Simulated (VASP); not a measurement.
# Ta (P6_3/mmc) in VASP: further runs, part 2 of 3

VASP 6.6.1. Earlier steps stand in the parts before.

## (3) Single point, PBEsol (16.72 Å³/atom)

This run uses another cell than the first one, of 16.72 Å³/atom.

Input file INCAR:

```
PREC = Accurate
ENCUT = 520
EDIFF = 1E-6
ISMEAR = -1
SIGMA = 0.1
LREAL = F
LASPH = T
NELM = 80
ALGO = Normal
ISIF = 2
LWAVE = F
LCHARG = T
GGA = PS
LELF = T
LVHAR = T
NBANDS = 30
```

Input file KPOINTS:

```
Automatic mesh
0
Gamma
  14 14 4
```

Input file POSCAR:

```
Ta
1.0
    2.8182059347      0.0000000000      0.0000000000
   -1.4091029673      2.4406379325      0.0000000000
    0.0000000000      0.0000000000      9.7234623372
Ta
4
Direct
    0.0000000000      1.0000000000      1.0000000000
    1.0000000000      1.0000000000      0.5000000000
    0.3333333333      0.6666666667      0.2500000000
    0.6666666667      0.3333333333      0.7500000000
```

Potentials or basis: VASP PAW PBE potentials, release 64 (Ta_pv).

The run is started by

```bash
cat potpaw_PBE.64/Ta_pv/POTCAR > POTCAR
mpirun -np 1 vasp_std > vasp.out
```

OUTCAR:

```text
PREC = Accurate
   ENCUT = 520
   EDIFF = 1E-6
   ISMEAR = -1
   LREAL = F
   LASPH = T
   NELM = 80
   ISIF = 2
   GGA = PS

 ion  position               nearest neighbor table
   1  0.000  0.000  0.000-   3 2.93   4 2.93   3 2.93   4 2.93   4 2.93   3 2.93
   2  0.000  0.000  0.500-   3 2.93   4 2.93   3 2.93   4 2.93   4 2.93   3 2.93
   3  0.333  0.667  0.250-   1 2.93   2 2.93   1 2.93   2 2.93   1 2.93   2 2.93
   4  0.667  0.333  0.750-   1 2.93   2 2.93   1 2.93   2 2.93   1 2.93   2 2.93

  LATTYP: Found a hexagonal cell.
 ALAT       =     2.8182059347
 C/A-ratio  =     3.4502313041

  Lattice vectors:

 A1 = (   2.8182059347,   0.0000000000,   0.0000000000)
 A2 = (  -1.4091029673,   2.4406379325,   0.0000000000)
 A3 = (   0.0000000000,   0.0000000000,   9.7234623372)

Analysis of symmetry for initial positions (statically):
=====================================================================
 Subroutine PRICEL returns:
 Original cell was already a primitive cell.

 Routine SETGRP: Setting up the symmetry group for a
 hexagonal supercell.

 Subroutine GETGRP returns: Found 24 space group operations
 (whereof 12 operations were pure point group operations)
 out of a pool of 24 trial point group operations.

The static configuration has the point symmetry D_3d.
 The point group associated with its full space group is D_6h.

Analysis of symmetry for dynamics (positions and initial velocities):
=====================================================================
 Subroutine PRICEL returns:
 Original cell was already a primitive cell.

 Routine SETGRP: Setting up the symmetry group for a
 hexagonal supercell.

 Subroutine GETGRP returns: Found 24 space group operations
 (whereof 12 operations were pure point group operations)
 out of a pool of 24 trial point group operations.

The dynamic configuration has the point symmetry D_3d.
 The point group associated with its full space group is D_6h.

 Subroutine INISYM returns: Found 24 space group operations
 (whereof 12 operations are pure point group operations),
 and found     1 'primitive' translations

----------------------------------------------------------------------------------------

                                     Primitive cell

  volume of cell :      66.8801

  direct lattice vectors                    reciprocal lattice vectors
     2.818205935  0.000000000  0.000000000     0.354835673  0.204864471  0.000000000
    -1.409102967  2.440637933  0.000000000     0.000000000  0.409728943  0.000000000
     0.000000000  0.000000000  9.723462337     0.000000000  0.000000000  0.102844025

  length of vectors
     2.818205935  2.818205935  9.723462337     0.409728943  0.409728943  0.102844025

  position of ions in fractional coordinates (direct lattice)
     0.000000000  0.000000000  0.000000000
     0.000000000  0.000000000  0.500000000
     0.333333333  0.666666667  0.250000000
     0.666666667  0.333333333  0.750000000

  ion indices of the primitive-cell ions
   primitive index   ion index
                 1           1
                 2           2
                 3           3
                 4           4

----------------------------------------------------------------------------------------

 KPOINTS: Automatic mesh

Automatic generation of k-mesh.
 Grid dimensions read from file:
 generate k-points for:   14   14    4

 Generating k-lattice:

  Cartesian coordinates                     Fractional coordinates (reciprocal lattice)
     0.025345405  0.014633177  0.000000000     0.071428571  0.000000000  0.000000000
     0.000000000  0.029266353  0.000000000     0.000000000  0.071428571  0.000000000
     0.000000000  0.000000000  0.025711006     0.000000000  0.000000000  0.250000000

  Length of vectors
     0.029266353  0.029266353  0.025711006

  Shift w.r.t. Gamma in fractional coordinates (k-lattice)
     0.000000000  0.000000000  0.000000000

 Subroutine IBZKPT returns following result:
 ===========================================

 Found     72 irreducible k-points:

 Following reciprocal coordinates:
            Coordinates               Weight
  0.000000  0.000000  0.000000      1.000000
  0.071429 -0.000000  0.000000      6.000000
  0.142857  0.000000  0.000000      6.000000
  0.214286 -0.000000  0.000000      6.000000
  0.285714 -0.000000  0.000000      6.000000
  0.357143  0.000000  0.000000      6.000000
[... 16 lines left out ...]
  0.285714  0.285714  0.000000      6.000000
  0.357143  0.285714  0.000000      6.000000
 [... further k-points ...]
   k-points           NKPTS =     72   k-points in BZ     NKDIM =     72   number of bands    NBANDS=     30
   number of dos      NEDOS =    301   number of ions     NIONS =      4
   total plane-waves  NPLWV =  41472
   dimension x,y,z NGX =    24 NGY =   24 NGZ =   72
   dimension x,y,z NGXF=    48 NGYF=   48 NGZF=  144
   ions per type =               4
   NGX,Y,Z   is equivalent  to a cutoff of  14.16, 14.16, 12.31 a.u.
   NGXF,Y,Z  is equivalent  to a cutoff of  28.32, 28.32, 24.62 a.u.
 SYSTEM =  unknown system
   PREC   = accura    normal or accurate (medium, high low for compatibility)
   ISTART =      0    job   : 0-new  1-cont  2-samecut
   ICHARG =      2    charge: 1-file 2-atom 10-const
   ISPIN  =      1    spin polarized calculation?
   LNONCOLLINEAR =      F non collinear calculations
   LSORBIT =      F    spin-orbit coupling
   LASPH  =      T    aspherical Exc in radial PAW
   ENCUT  =  520.0 eV  38.22 Ry    6.18 a.u.   5.24  5.24 18.08*2*pi/ulx,y,z
   NELM   =     80;   NELMIN=  2; NELMDL= -5     # of ELM steps
   EDIFF  = 0.1E-05   stopping-criterion for ELM
   LREAL  =      F    real-space projection
   EDIFFG = 0.1E-04   stopping-criterion for IOM
   NSW    =      0    number of steps for IOM
   IBRION =     -1    ionic relax: 0-MD 1-quasi-New 2-CG
   NFREE  =      0    steps in history (QN), initial steepest desc. (CG)
   ISIF   =      2    stress and relaxation
   ISYM   =      2    0-nonsym 1-usesym 2-fastsym
   POTIM  = 0.5000    time-step for ionic-motion
   TEBEG  =    0.0;   TEEND  =   0.0 temperature during run
   PSTRESS=    0.0 pullay stress
   NELECT =      44.0000    total number of electrons
   NUPDOWN=      -1.0000    fix difference up-down
   EMIN   =  10.00;   EMAX   =-10.00  energy-range for DOS
   EFERMI =   0.00;   METHOD = LEGACY
   ISMEAR =    -1;   SIGMA  =   0.10  broadening in eV -4-tet -1-fermi 0-gaus
   EFERMI_NEDOS =   21; number of points for ismear=-14 and -15
   IALGO  =     38    algorithm
   IMIX   =      4    mixing-type and parameters
     AMIX     =   0.40;   BMIX     =  1.00
     AMIX_MAG =   1.60;   BMIX_MAG =  1.00
  volume/ion in A,a.u.               =      16.72       112.83
  Fermi-wavevector in a.u.,A,eV,Ry     =   1.423836  2.690660 27.583223  2.027310
  Thomas-Fermi vector in A             =   2.544391
   LORBIT       =      0    0 simple, 1 ext, 2 COOP (PROOUT), +10 PAW based schemes
   GGA     = PS    functional components
   LHFCALC =     F    Hartree Fock is set to
   AEXX    =    0.0000 exact exchange contribution
   IVDW    =     0    specifies the selected vdW correction
   LEPSILON=     F    determine dielectric tensor
   LRPA    =     F    only Hartree local field effects (RPA)
 non-spin polarized calculation
  energy-cutoff  :      520.00
  volume of cell :       66.88
 maximum number of plane-waves:      1820
 NGX is ok and might be reduce to    24
   NGX = 11   NGY = 11   NGZ = 37

 number of electron      44.0000007 magnetization

 Free energy of the ion-electron system (eV)
  ---------------------------------------------------
  ext. energy  EPLUGINS =         0.00000000
  ---------------------------------------------------
  free energy    TOTEN  =       -48.84010796 eV

  energy without entropy =      -48.69729781  energy(sigma->0) =      -48.76870289

 E-fermi :   6.3760     XC(G=0): -13.1100

 val. band max:        6.3585281982   @ k =   0.0714  -0.0000   0.0000
 cond. band min:       6.3874629631   @ k =   0.2143   0.2143   0.0000
 fundamental gap:      0.0289347649
 Fermi energy:         6.3759607852

 k-point     1 :       0.0000    0.0000    0.0000
  band No.  band energies     occupation
      1     -28.1904      2.00000
      2     -27.5954      2.00000
      3     -27.5202      2.00000
      4     -26.8784      2.00000
      5     -26.8784      2.00000
      6     -26.8650      2.00000
[... 781 lines left out ...]
     29      11.1260      0.00000
     30      11.7398      0.00000

 [... further k-points ...]
[... 5 lines left out ...]
  --------------------------------------------------------------------------------------
  -------------------------------------------------------------------------------------
  Total        8.1869406      8.1869406      8.4424828      0.0000000      0.0000000     -0.0000000
  in kB      196.1260137    196.1260137    202.2477722      0.0000000      0.0000000     -0.0000000
  external PRESSURE =     198.1665999 kB  Pullay stress =       0.0000000 kB

 VOLUME and BASIS-vectors are now :
 -----------------------------------------------------------------------------
  energy-cutoff  :      520.00
  volume of cell :       66.88
      direct lattice vectors                 reciprocal lattice vectors
     2.818205935  0.000000000  0.000000000     0.354835673  0.204864471  0.000000000
    -1.409102967  2.440637933  0.000000000     0.000000000  0.409728943  0.000000000
     0.000000000  0.000000000  9.723462337     0.000000000  0.000000000  0.102844025

 POSITION                                       TOTAL-FORCE (eV/Angst)
 -----------------------------------------------------------------------------------
      0.00000      0.00000      0.00000        -0.000000      0.000000     -0.000000
      0.00000      0.00000      4.86173        -0.000000      0.000000     -0.000000
     -0.00000      1.62709      2.43087        -0.000000      0.000000     -0.000000
      1.40910      0.81355      7.29260         0.000000     -0.000000      0.000000
 -----------------------------------------------------------------------------------
    total drift:                               -0.000000      0.000000      0.000000

  FREE ENERGIE OF THE ION-ELECTRON SYSTEM (eV)
  ---------------------------------------------------
  free  energy   TOTEN  =       -48.8401079608 eV

  energy  without entropy=      -48.6972978117  energy(sigma->0) =      -48.76870289
```

OSZICAR:

```text
N       E                     dE             d eps       ncg     rms          rms(c)
DAV:   1     0.419595538713E+03    0.41960E+03   -0.24513E+04  4320   0.154E+03
DAV:   2    -0.342543980431E+02   -0.45385E+03   -0.44280E+03  4798   0.455E+02
DAV:   3    -0.503630062061E+02   -0.16109E+02   -0.15408E+02  5484   0.776E+01
DAV:   4    -0.506657195627E+02   -0.30271E+00   -0.30014E+00  5162   0.947E+00
DAV:   5    -0.506719064012E+02   -0.61868E-02   -0.61826E-02  5356   0.113E+00    0.309E+01
DAV:   6    -0.493122819071E+02    0.13596E+01   -0.13859E+00  4988   0.877E+00    0.156E+01
DAV:   7    -0.488699217475E+02    0.44236E+00   -0.14914E+00  4914   0.870E+00    0.919E-01
DAV:   8    -0.488448331769E+02    0.25089E-01   -0.15769E-01  5480   0.318E+00    0.494E-01
DAV:   9    -0.488401320917E+02    0.47011E-02   -0.17036E-02  4922   0.996E-01    0.162E-01
DAV:  10    -0.488401255182E+02    0.65735E-05   -0.48754E-04  5302   0.137E-01    0.809E-02
DAV:  11    -0.488401126255E+02    0.12893E-04   -0.10035E-04  5162   0.681E-02    0.326E-02
DAV:  12    -0.488401084478E+02    0.41777E-05   -0.85982E-06  5042   0.192E-02    0.626E-03
DAV:  13    -0.488401079608E+02    0.48706E-06   -0.47380E-07  3018   0.579E-03
   1 F= -.48840108E+02 E0= -.48768703E+02  d E =-.142810E+00
```

Run time: 51 s. Hardware: 1 thread of Intel Xeon 6975P-C (Granite Rapids), shared host; peak memory 0.25 GiB.

What came out:

| Quantity | Value |
| --- | --- |
| Free energy | -48.8401 eV |
| Pressure | 19.8 GPa |
| Band gap on the k mesh | zero (bands 22 and 23 overlap by 1.17 eV) |

Caveat: the cell stands under pressure; the PAW data sets were made with another functional, which shifts forces and pressure a little; spin-orbit coupling is left out, which moves the levels of the heavy elements.

## (4) Single point, PBEsol (17.45 Å³/atom)

This run uses another cell than the first one, of 17.45 Å³/atom.

Input file INCAR:

```
  PREC = Accurate
  ENCUT = 520
  EDIFF = 1E-6
  ISMEAR = -1
  SIGMA = 0.1
  LREAL = False
  LASPH = True
  NELM = 60
  ALGO = Normal
  ISIF = 2
  LWAVE = False
  LCHARG = False
  GGA = PS
  NBANDS = 30
```

KPOINTS is that of step 3.

Input file POSCAR:

```
Ta
1.0
    2.8584714595      0.0000000000      0.0000000000
   -1.4292357298      2.4755088999      0.0000000000
    0.0000000000      0.0000000000      9.8623877115
Ta
4
Direct
    0.0000000000      1.0000000000      1.0000000000
    1.0000000000      1.0000000000      0.5000000000
    0.3333333333      0.6666666667      0.2500000000
    0.6666666667      0.3333333333      0.7500000000
```

The run is started by

```bash
cat potpaw_PBE.64/Ta_pv/POTCAR > POTCAR
mpirun -np 1 vasp_std > vasp.out
```

Wall time 54 s (1 thread of Intel Xeon 6975P-C (Granite Rapids), shared host); peak memory 0.26 GiB.

The run converged. Its results:

```
Free energy            : -49.0999 eV
Pressure               : 9.1 GPa
Band gap on the k mesh : zero (bands 22 and 23 overlap by 1.08 eV)
```

Stress tensor (GPa, compression positive):
```
9.02 0.00 0.00
0.00 9.02 0.00
0.00 0.00 9.13
```

Levels at points of the mesh, in eV from the Fermi level:
| k point | band 18 | band 19 | band 20 | band 21 | band 22 | band 23 | band 24 | band 25 | band 26 | band 27 |
| --- | --- | --- | --- | --- | --- | --- | --- | --- | --- | --- |
| (0.00, 0.00, 0.00) | -1.08 | -0.29 | 0.37 | 0.37 | 0.43 | 0.49 | 0.49 | 0.90 | 0.90 | 1.04 |
| (0.50, 0.00, 0.00) | -2.61 | -2.35 | -1.20 | -0.38 | 0.57 | 0.59 | 1.87 | 2.60 | 2.67 | 2.69 |
| (0.00, 0.00, 0.50) | -0.64 | -0.46 | -0.46 | 0.50 | 0.50 | 0.50 | 0.50 | 0.86 | 0.86 | 0.86 |
| (0.50, 0.00, 0.50) | -3.37 | -1.17 | -1.17 | 0.54 | 0.54 | 1.12 | 1.12 | 1.51 | 1.51 | 4.79 |

Caveat: the cell stands under pressure; the PAW data sets were made with another functional, which shifts forces and pressure a little; spin-orbit coupling is left out, which moves the levels of the heavy elements.

## (5) Single point, PBEsol (18.17 Å³/atom)

This run uses another cell than the first one, of 18.17 Å³/atom.

Input file INCAR:

```
SYSTEM = Ta
ALGO     = Normal         ! electronic algorithm
EDIFF    = 1E-6           ! SCF threshold, eV
ENCUT    = 520            ! plane-wave cutoff, eV
GGA      = PS             ! functional
ISIF     = 2              ! what is computed and relaxed
ISMEAR   = -1             ! smearing method
LASPH    = .True.         ! aspherical terms in the spheres
LCHARG   = .False.        ! write CHGCAR
LREAL    = .False.        ! projectors in reciprocal space
LWAVE    = .False.        ! write WAVECAR
NBANDS   = 30             ! bands
NELM     = 60             ! most SCF steps
PREC     = Accurate       ! precision mode
SIGMA    = 0.1            ! smearing width, eV
```

Input file KPOINTS:

```
k-points
0
Gamma
  14 14 4
  0 0 0
```

Input file POSCAR:

```
Ta
1.0
    2.8976334692      0.0000000000      0.0000000000
   -1.4488167346      2.5094241952      0.0000000000
    0.0000000000      0.0000000000      9.9975057034
Ta
4
Direct
    0.0000000000      1.0000000000      1.0000000000
    1.0000000000      1.0000000000      0.5000000000
    0.3333333333      0.6666666667      0.2500000000
    0.6666666667      0.3333333333      0.7500000000
```

The run is started by

```bash
cat potpaw_PBE.64/Ta_pv/POTCAR > POTCAR
mpirun -np 1 vasp_std > vasp.out
```

Run time: 53 s. Hardware: 1 thread of Intel Xeon 6975P-C (Granite Rapids), shared host; peak memory 0.26 GiB.

Results (log left out):

| Item | Value |
| --- | --- |
| Free energy | -49.1815 eV |
| Pressure | 0.1 GPa |
| Band gap on the k mesh | zero (bands 22 and 23 overlap by 1.04 eV) |

Stress tensor (GPa, compression positive):
```
0.18 0.00 0.00
0.00 0.18 0.00
0.00 0.00 0.05
```

Levels at points of the mesh, in eV from the Fermi level:
```
           k point  band 18  band 19  band 20  band 21  band 22  band 23  band 24  band 25  band 26  band 27
(0.00, 0.00, 0.00)    -1.02    -0.24     0.30     0.40     0.40     0.50     0.50     0.90     0.90     1.03
(0.50, 0.00, 0.00)    -2.49    -2.22    -1.12    -0.42     0.53     0.61     1.68     2.46     2.51     2.58
(0.00, 0.00, 0.50)    -0.57    -0.51    -0.51     0.52     0.52     0.52     0.52     0.86     0.86     0.86
(0.50, 0.00, 0.50)    -3.17    -1.09    -1.09     0.45     0.45     1.11     1.11     1.38     1.38     4.58
```

Caveat: the PAW data sets were made with another functional, which shifts forces and pressure a little; spin-orbit coupling is left out, which moves the levels of the heavy elements.

[end of part 2 of 3]
